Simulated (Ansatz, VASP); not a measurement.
**SnTe in VASP and in Ansatz**

INCAR

```
PREC = Accurate
ENCUT = 520
EDIFF = 1E-8
ISMEAR = -1
SIGMA = 0.08
LREAL = F
LASPH = T
NELM = 100
ALGO = Normal
ISIF = 2
LWAVE = F
LCHARG = F
GGA = PS
LEFG = T
NBANDS = 17
```

Contents of KPOINTS:

```
Automatic mesh
0
Gamma
  11 11 11
```

File POSCAR:

```
SnTe
1.0
    0.0000000000      3.1565000000      3.1249350000
    3.1565000000      0.0000000000      3.1249350000
    3.1565000000      3.1565000000      0.0000000000
Sn Te
1 1
Direct
    0.0000000000      0.0000000000      0.0000000000
    0.5000000000      0.5000000000      0.5000000000
```

Input for Ansatz:

```yaml
crystal:
  lattice:
    - [0.0, 3.1565, 3.124935]
    - [3.1565, 0.0, 3.124935]
    - [3.1565, 3.1565, 0.0]
  atoms:
    - { symbol: Sn, position: [0.0, 0.0, 0.0] }
    - { symbol: Te, position: [0.5, 0.5, 0.5] }
kpoints:
  mp_grid: { grid: [11, 11, 11] }
scf:
  occupations: { method: fermi_dirac, width: 0.08 }
hamiltonian:
  xc: pbesol
  pseudopotentials: { kind: all_electron, datasets: crystal }
output:
  forces: true
  stress: true
  eigenvalues: true
  efg: { contact_densities: true }
```

Change from the starting cell: zz strain of -1 %, crystal datasets.

Alike in both runs: task electric field gradients; functional PBEsol; k mesh 11 × 11 × 11; occupations fermi-dirac, width 0.08 eV; no spin polarisation.

|  | VASP | Ansatz |
| --- | --- | --- |
| version | VASP 6.6.1 | Ansatz 0.2.0 |
| potentials or method | VASP PAW PBE potentials, release 64 (Sn_d, Te), cutoff 520 eV | all-electron PAW with datasets made for the crystal, scalar-relativistic |

Ansatz gave:

| Item | Value |
| --- | --- |
| pressure (GPa) | -0.1 |
| traceless stress, the component that is largest in VASP (GPa) | 0.91 |
| size of Vzz on the site where it differs most (V/Å²) | 15.5 |

Task: What did VASP give for the same quantities?

Result: Pressure (GPa): -0.1; traceless stress, the component that is largest in VASP (GPa): 0.91; size of Vzz on the site where it differs most (V/Å²): 15.1.

VASP's potentials were made for PBE, not for PBEsol. Ansatz ran all-electron here, and VASP with PAW potentials.

Neither program's run includes spin-orbit coupling.
